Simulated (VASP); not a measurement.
# Te (P6_3/mmc) in VASP: notebook, part 2 of 2

VASP 6.6.1. Earlier steps stand in the parts before.

### 3 Relaxation of cell and atoms, PBEsol

This run uses another cell than the first one, of 35.37 Å³/atom, 1.007 times its volume.

Contents of INCAR:

```
ALGO     = Normal         # electronic algorithm
EDIFF    = 1E-6           # SCF threshold, eV
EDIFFG   = -0.04          # ionic threshold
ENCUT    = 600            # plane-wave cutoff, eV
GGA      = PS             # functional
IBRION   = 2              # ionic algorithm
ISIF     = 3              # what is computed and relaxed
ISMEAR   = 0              # smearing method
LASPH    = True           # aspherical terms in the spheres
LCHARG   = False          # write CHGCAR
LREAL    = False          # projectors in reciprocal space
LWAVE    = False          # write WAVECAR
NELM     = 100            # most SCF steps
NSW      = 90             # ionic steps
PREC     = Accurate       # precision mode
SIGMA    = 0.1            # smearing width, eV
```

Contents of KPOINTS:

```
k-points
0
Gamma
  6 6 4
```

Contents of POSCAR:

```
Te
1.0
    5.1150608153      0.0000000000      0.0000000000
   -2.5575304076      4.4297726079      0.0000000000
    0.0000000000      0.0000000000      6.2445462345
Te
4
Direct
    0.0000000000      0.0000000000      0.2500000000
    0.0000000000      0.0000000000      0.7500000000
    0.3333333333      0.6666666667      0.7500000000
    0.6666666667      0.3333333333      0.2500000000
```

Potentials or basis: VASP PAW PBE potentials, release 64 (Te).

Launch:

```
cat potpaw_PBE.64/Te/POTCAR > POTCAR
mpirun -np 1 vasp_std > vasp.out
```

OUTCAR:

```text
EDIFF = 1E-6
   EDIFFG = -0.04
   ENCUT = 600
   GGA = PS
   IBRION = 2
   ISIF = 3
   ISMEAR = 0
   LASPH = True
   LREAL = False
   NELM = 100
   NSW = 90
   PREC = Accurate

 ion  position               nearest neighbor table
   1  0.000  0.000  0.250-   4 2.95   4 2.95   4 2.95   2 3.12   2 3.12
   2  0.000  0.000  0.750-   3 2.95   3 2.95   3 2.95   1 3.12   1 3.12
   3  0.333  0.667  0.750-   2 2.95   2 2.95   2 2.95
   4  0.667  0.333  0.250-   1 2.95   1 2.95   1 2.95

  LATTYP: Found a hexagonal cell.
 ALAT       =     5.1150608153
 C/A-ratio  =     1.2208156384

  Lattice vectors:

 A1 = (   5.1150608153,   0.0000000000,   0.0000000000)
 A2 = (  -2.5575304076,   4.4297726079,   0.0000000000)
 A3 = (   0.0000000000,   0.0000000000,   6.2445462345)

Analysis of symmetry for initial positions (statically):
=====================================================================
 Subroutine PRICEL returns:
 Original cell was already a primitive cell.

 Routine SETGRP: Setting up the symmetry group for a
 hexagonal supercell.

 Subroutine GETGRP returns: Found 24 space group operations
 (whereof 12 operations were pure point group operations)
 out of a pool of 24 trial point group operations.

[... 155 lines left out ...]

--------------------------------------- Ionic step        1  -------------------------------------------

 number of electron      24.0000000 magnetization

 Free energy of the ion-electron system (eV)
  ---------------------------------------------------
  ext. energy  EPLUGINS =         0.00000000
  ---------------------------------------------------
  free energy    TOTEN  =       -12.66374109 eV

  energy without entropy =      -12.63397521  energy(sigma->0) =      -12.64885815

------------------------ aborting loop because EDIFF is reached ----------------------------------------

  FORCE on cell =-STRESS in cart. coord.  units (eV):
  Direction    XX          YY          ZZ          XY          YZ          ZX
  --------------------------------------------------------------------------------------
  -------------------------------------------------------------------------------------
  Total        1.5709732      1.5709732     -2.3951619      0.0000000     -0.0000000      0.0000000
  in kB       17.7887834     17.7887834    -27.1214141      0.0000000     -0.0000000      0.0000000
  external PRESSURE =       2.8187176 kB  Pullay stress =       0.0000000 kB
[... 139 lines left out ...]
--------------------------------------- Ionic step        5  -------------------------------------------

 number of electron      23.9999999 magnetization

 Free energy of the ion-electron system (eV)
  ---------------------------------------------------
  ext. energy  EPLUGINS =         0.00000000
  ---------------------------------------------------
  free energy    TOTEN  =       -12.75748118 eV

  energy without entropy =      -12.74188459  energy(sigma->0) =      -12.74968289

 E-fermi :   5.4762     XC(G=0):  -9.0540

 val. band max:        5.4576960965   @ k =   0.3333   0.0000   0.0000
 cond. band min:       5.5902240802   @ k =   0.1667   0.1667   0.2500
 fundamental gap:      0.1325279838
 Fermi energy:         5.4762263028

 k-point     1 :       0.0000    0.0000    0.0000
  band No.  band energies     occupation
      1      -8.3623      2.00000
      2      -6.4644      2.00000
      3      -4.1460      2.00000
      4      -2.8692      2.00000
      5      -0.5749      2.00000
      6       0.8833      2.00000
[... 419 lines left out ...]
  FREE ENERGIE OF THE ION-ELECTRON SYSTEM (eV)
  ---------------------------------------------------
  free  energy   TOTEN  =       -12.7574811795 eV

  energy  without entropy=      -12.7418845948  energy(sigma->0) =      -12.74968289

 reached required accuracy - stopping structural energy minimisation
```

OSZICAR:

```text
N       E                     dE             d eps       ncg     rms          rms(c)
DAV:   1     0.124203510310E+03    0.12420E+03   -0.97716E+03   672   0.135E+03
DAV:   2    -0.395266779412E+01   -0.12816E+03   -0.12670E+03   936   0.179E+02
DAV:   3    -0.126012773590E+02   -0.86486E+01   -0.85749E+01   840   0.533E+01
[... 41 lines left out ...]
DAV:   2    -0.127582753038E+02    0.17790E-02   -0.32300E-03   712   0.316E-01    0.172E-01
DAV:   3    -0.127576975839E+02    0.57772E-03   -0.66646E-04   728   0.123E-01    0.605E-02
DAV:   4    -0.127574967459E+02    0.20084E-03   -0.31487E-04   728   0.792E-02    0.854E-02
DAV:   5    -0.127574808759E+02    0.15870E-04   -0.39502E-05   816   0.304E-02    0.835E-02
DAV:   6    -0.127574811795E+02   -0.30360E-06   -0.16536E-06   448   0.885E-03
   5 F= -.12757481E+02 E0= -.12749683E+02  d E =-.701865E-02
```

CONTCAR:

```text
Te
   1.00000000000000
     5.2129312600687960    0.0000000000010840    0.0000000000000000
    -2.6064656299825022    4.5145308993459619   -0.0000000000000000
     0.0000000000000000   -0.0000000000000000    5.9592517722452136
  Te
     4
Direct
     0.0000000000000000    0.0000000000000000    0.2500000000000000
     0.0000000000000000    0.0000000000000000    0.7500000000000000
     0.3333333332999970    0.6666666667000030    0.7500000000000000
     0.6666666667000030    0.3333333332999970    0.2500000000000000

  0.00000000E+00  0.00000000E+00  0.00000000E+00
  0.00000000E+00  0.00000000E+00  0.00000000E+00
  0.00000000E+00  0.00000000E+00  0.00000000E+00
  0.00000000E+00  0.00000000E+00  0.00000000E+00
```

It took 1.8 min on 1 thread of Intel Xeon 6975P-C (Granite Rapids), shared host; peak memory 0.31 GiB.

Results:

| Quantity | Value |
| --- | --- |
| Free energy | -12.7575 eV |
| Relaxed volume | 35.06 Å³/atom |
| Relaxed cell | a = 5.213 Å, b = 5.213 Å, c = 5.959 Å, α = 90.00°, β = 90.00°, γ = 120.00° |
| Space group after relaxing (to 0.05 Å) | P6_3/mmc (No. 194) |
| Energy gained by relaxing | 23.4 meV/atom |
| Ionic steps | 5 |
| Pressure after relaxing | -0.1 GPa |

Stress tensor (GPa, compression positive):
```
-0.14  0.00  0.00
 0.00 -0.14  0.00
 0.00  0.00  0.11
```

Step by step:
```
step  energy change (eV)  largest force (eV/Å)  pressure (GPa)  volume (Å³)
   1              0.0000                0.0000            0.28       141.49
   2             -0.0831                0.0000           -0.62       142.66
   3             -0.0867                0.0000           -0.77       142.89
   4             -0.0929                0.0000            0.19       139.39
   5             -0.0937                0.0000           -0.05       140.24
```

Final structure:
```cif
data_structure
_symmetry_space_group_name_H-M 'P 1'
_symmetry_Int_Tables_number 1
_cell_length_a 5.2129
_cell_length_b 5.2129
_cell_length_c 5.9593
_cell_angle_alpha 90.000
_cell_angle_beta 90.000
_cell_angle_gamma 120.000
_cell_volume 140.24
loop_
_atom_site_label
_atom_site_type_symbol
_atom_site_fract_x
_atom_site_fract_y
_atom_site_fract_z
_atom_site_occupancy
Te1 Te 0.00000 0.00000 0.25000 1
Te2 Te 0.00000 0.00000 0.75000 1
Te3 Te 0.33333 0.66667 0.75000 1
Te4 Te 0.66667 0.33333 0.25000 1
```

Caveat: the bands computed are all filled at some k points, so no gap is given; the PAW data sets were made with another functional, which shifts forces and pressure a little; spin-orbit coupling is left out, which moves the levels of the heavy elements.

### 4 Single point, PBEsol

This run uses another cell than the first one, of 35.37 Å³/atom, 1.007 times its volume.

Contents of INCAR:

```
SYSTEM = Te
PREC = Accurate
ENCUT = 520
EDIFF = 1E-6
ISMEAR = 0
SIGMA = 0.1
LREAL = .False.
LASPH = .True.
NELM = 100
ALGO = Normal
ISIF = 2
LWAVE = .False.
LCHARG = .True.
GGA = PS
LELF = .True.
LVHAR = .True.
NBANDS = 20
```

Contents of KPOINTS:

```
regular mesh
0
Gamma
  6 6 2
  0 0 0
```

Changes to POSCAR since step 3:

```diff
@@ -3,3 +3,3 @@
     5.1150608153      0.0000000000      0.0000000000
-   -2.5575304076      4.4297726079      0.0000000000
+   -2.5575304077      4.4297726079      0.0000000000
     0.0000000000      0.0000000000      6.2445462345
```

Launch:

```
cat potpaw_PBE.64/Te/POTCAR > POTCAR
mpirun -np 1 vasp_std > vasp.out
```

Wall time 25 s (1 thread of Intel Xeon 6975P-C (Granite Rapids), shared host); peak memory 0.24 GiB.

It converged, with:

```yaml
Free_energy: -12.9729 eV
Pressure: 0.0 GPa
Band_gap_on_the_k_mesh: zero (band 12 reaches 6.53 eV, above the bottom of band 13 at 4.64 eV)
```

Stress tensor (GPa, compression positive):
```
-0.09  0.00  0.00
 0.00 -0.09  0.00
 0.00  0.00  0.04
```

Levels at points of the mesh, in eV from the Fermi level:
```csv
k point,band 10,band 11,band 12,band 13,band 14,band 15
"(0.00, 0.00, 0.00)",-1.10,-0.46,-0.27,-0.27,0.33,0.33
"(0.50, 0.00, 0.00)",-2.39,-1.03,1.12,1.18,1.88,2.64
"(0.00, 0.00, 0.50)",-3.00,-0.25,-0.25,-0.25,-0.25,-0.01
"(0.50, 0.00, 0.50)",-2.07,-0.64,-0.64,1.09,1.09,2.23
```

Caveat: the k points lie up to 0.50 Å⁻¹ apart; the PAW data sets were made with another functional, which shifts forces and pressure a little; spin-orbit coupling is left out, which moves the levels of the heavy elements.

### 5 Overview

| task | cell | k mesh | cutoff (eV) | gap on the mesh (eV) | pressure (GPa) |
| --- | --- | --- | --- | --- | --- |
| single point | a = 5.208, b = 5.208, c = 5.982 Å, angles 90.0, 90.0, 120.0°, 4 atoms | 6 × 6 × 4 | 520 | none | -0.1 |
| relaxation of cell and atoms | relaxed from a = 5.115, b = 5.115, c = 6.245 Å, angles 90.0, 90.0, 120.0°, 4 atoms | 6 × 6 × 4 | 600 | - | -0.1 |
| single point | a = 5.115, b = 5.115, c = 6.245 Å, angles 90.0, 90.0, 120.0°, 4 atoms | 6 × 6 × 2 | 520 | none | 0.0 |

Alike in all rows: level PBEsol; potentials or basis VASP PAW PBE potentials, release 64 (Te); no spin polarisation; smearing gaussian 0.1 eV.

Caveats: some runs use coarse meshes; the PAW data sets were made with another functional, which shifts forces and pressure a little; spin-orbit coupling is left out, which moves the levels of the heavy elements; the bands computed are all filled at some k points, so no gap is given (some runs).

Absolute energies hang on the potentials; compare differences alone.
